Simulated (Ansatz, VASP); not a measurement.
Na2S in VASP and in Ansatz

```
Na S
1.0
     0.00000    3.14701    3.14701
     3.14701    0.00000    3.14701
     3.14701    3.14701    0.00000
Na S
2 1
Direct
  0.25000 0.25000 0.25000
  0.75000 0.75000 0.75000
  0.00000 0.00000 0.00000
```

Alike in both runs: task single point; functional PBE; k mesh 8 × 8 × 8; occupations gaussian, width 0.02 eV; no spin polarisation.

|  | VASP | Ansatz |
| --- | --- | --- |
| version | VASP 6.6.1 | Ansatz 0.2.0 |
| potentials or method | VASP PAW PBE potentials, release 64 (Na_pv, S), cutoff 500 eV | scalar-relativistic, plane waves, PAW |
| valence electrons in the cell | 20 | 24 |

|  | VASP | Ansatz | Ansatz less VASP |
| --- | --- | --- | --- |
| gap on the k mesh at the Fermi level (eV) | 2.89 | 2.89 | +0.003 |
| least direct gap on the mesh (eV) | 2.89 | 2.89 | +0.003 |
| pressure (GPa) | 4.8 | 4.7 | -0.03 |

With one functional, cell and mesh, what is left measures potentials, basis and numerics. VASP's potentials hold 20 valence electrons a cell and Ansatz's 24, so a difference there can come from the potentials and not from the codes.
